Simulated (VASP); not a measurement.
Ba: single point with r2SCAN

Ba:

```xyz
2
Lattice="0.0000 3.2817 3.2817 3.2817 0.0000 3.2817 3.2817 3.2817 0.0000" Properties=species:S:1:pos:R:3 pbc="T T T"
Ba    0.0000    0.0000    0.0000
Ba    1.6409    1.6409    1.6409
```

This isn't the form of Ba at room conditions, which is bcc.

```json
{
 "Program": "VASP 6.6.1",
 "Task": "single point",
 "Functional": "r2SCAN",
 "Potentials or basis": "VASP PAW PBE potentials, release 64 (Ba_sv)",
 "Cutoff": "520 eV",
 "k mesh": "5 × 5 × 5",
 "Occupations": "gaussian, width 0.1 eV",
 "Spin": "no spin polarisation"
}
```

| Item | Value |
| --- | --- |
| Pressure | 23.6 GPa |
| Band gap on the k mesh | zero (bands 10 and 11 overlap by 0.33 eV) |

Levels at points of the mesh, in eV from the Fermi level:
| k point | band 7 | band 8 | band 9 | band 10 | band 11 | band 12 | band 13 | band 14 |
| --- | --- | --- | --- | --- | --- | --- | --- | --- |
| (0.00, 0.00, 0.00) | -13.20 | -13.20 | -1.76 | 0.12 | 0.12 | 2.52 | 2.52 | 2.52 |

Wall time 36 s on 1 thread of Intel(R) Xeon(R) 6975P-C (Granite Rapids) (shared host), peak memory 0.21 GiB.

Caveat: the cell stands under pressure; the PAW data sets were made with another functional, which shifts forces and pressure a little; spin-orbit coupling is left out, which moves the levels of the heavy elements.
